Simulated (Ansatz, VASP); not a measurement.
**Two plane-wave programs on Ag**

Contents of INCAR:

```
SYSTEM = Ag
PREC = Accurate
ENCUT = 520
EDIFF = 1E-6
ISMEAR = 0
SIGMA = 0.15
LREAL = .FALSE.
LASPH = .TRUE.
NELM = 80
ALGO = Fast
ISIF = 2
LWAVE = .FALSE.
LCHARG = .TRUE.
GGA = PS
LELF = .TRUE.
LVHAR = .TRUE.
NBANDS = 12
```

Contents of KPOINTS:

```
regular mesh
0
G
  20 20 20
  0 0 0
```

File POSCAR:

```
Ag
1.0
   -1.7218801600      1.7218801600      1.6556540000
    1.7218801600     -1.7218801600      1.6556540000
    1.7218801600      1.7218801600     -1.6556540000
Ag
1
Direct
    0.0000000000      0.0000000000      0.0000000000
```

Input for Ansatz:

```yaml
crystal:
  lattice:
    - [-1.72188016, 1.72188016, 1.655654]
    - [1.72188016, -1.72188016, 1.655654]
    - [1.72188016, 1.72188016, -1.655654]
  atoms:
    - { symbol: Ag, position: [0.0, 0.0, 0.0] }
basis:
  ecutwfc: 420
kpoints:
  mp_grid: { grid: [20, 20, 20] }
hamiltonian:
  xc: pbesol
scf:
  occupations: { method: gaussian, width: 0.15 }
output:
  forces: true
  stress: true
  eigenvalues: true
```

Change from the starting cell: strain +0.040 along x and y, +0.000 along z, atoms carried along.

Alike in both runs: task single point; functional PBEsol; k mesh 20 × 20 × 20; occupations gaussian, width 0.15 eV; no spin polarisation.

```csv
,VASP,Ansatz
version,VASP 6.6.1,Ansatz 0.2.0
potentials or method,"VASP PAW PBE potentials, release 64 (Ag), cutoff 520 eV","scalar-relativistic, plane waves, PAW"
valence electrons in the cell,11,19
```

|  | VASP | Ansatz | Ansatz less VASP |
| --- | --- | --- | --- |
| gap on the k mesh at the Fermi level (eV) | none | none | - |
| pressure (GPa) | -11.6 | -11.5 | +0.01 |
| traceless stress, the component that is largest in VASP (GPa) | -0.40 | -0.40 | -0.008 |

VASP's potentials were made for PBE, not for PBEsol. A gap of «none» marks a metal or a gap that the smearing closes. VASP's potentials hold 11 valence electrons a cell and Ansatz's 19, so a difference there can come from the potentials and not from the codes.
